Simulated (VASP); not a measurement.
Here is a VASP 6.6.1 calculation.

The input INCAR:

```
SYSTEM = CoSi2
  ALGO = Normal
  EDIFF = 1E-7
  ENCUT = 520
  GGA = PS
  ISIF = 2
  ISMEAR = 0
  LASPH = .TRUE.
  LCHARG = .FALSE.
  LREAL = .FALSE.
  LWAVE = .FALSE.
  NBANDS = 26
  NELM = 60
  PREC = Accurate
  SIGMA = 0.1
```

Contents of KPOINTS:

```
k-points
0
G
  10 10 8
  0 0 0
```

Contents of POSCAR:

```
CoSi2
1.0
    2.6409913574      2.6409913574      0.0000000000
   -2.6409913574      2.6409913574      0.0000000000
    0.0000000000      0.0000000000      5.3921955512
Co Si
2 4
Direct
    0.0000000000      0.0000000000      0.0000000000
    0.5000000000      0.5000000000      0.5000000000
    0.0000000000      0.5000000000      0.7500000000
    0.5000000000      0.0000000000      0.7500000000
    0.5000000000      0.0000000000      0.2500000000
    0.0000000000      0.5000000000      0.2500000000
```

Potentials or basis: VASP PAW PBE potentials, release 64 (Co, Si).

Command:

```sh
$ cat potpaw_PBE.64/Co/POTCAR potpaw_PBE.64/Si/POTCAR > POTCAR
$ mpirun -np 1 vasp_std > vasp.out
```

What does it give for the band gap on the k mesh?

Zero (bands 17 and 18 overlap by 3.27 eV).

What does it give for the pressure?

-0.5 GPa.

Stress tensor (GPa, compression positive):
```
 0.13  0.00  0.00
 0.00  0.13  0.00
 0.00  0.00 -1.86
```

Caveat: the cell differs from its parent crystal (uniaxial strain along c: +1.5 %, then relaxed in part); the PAW data sets were made with another functional, which shifts forces and pressure a little; the run has no spin polarisation, though such a crystal can be magnetic. Spin polarisation is off, so any magnetic state and its effect on volume and gap are missing.
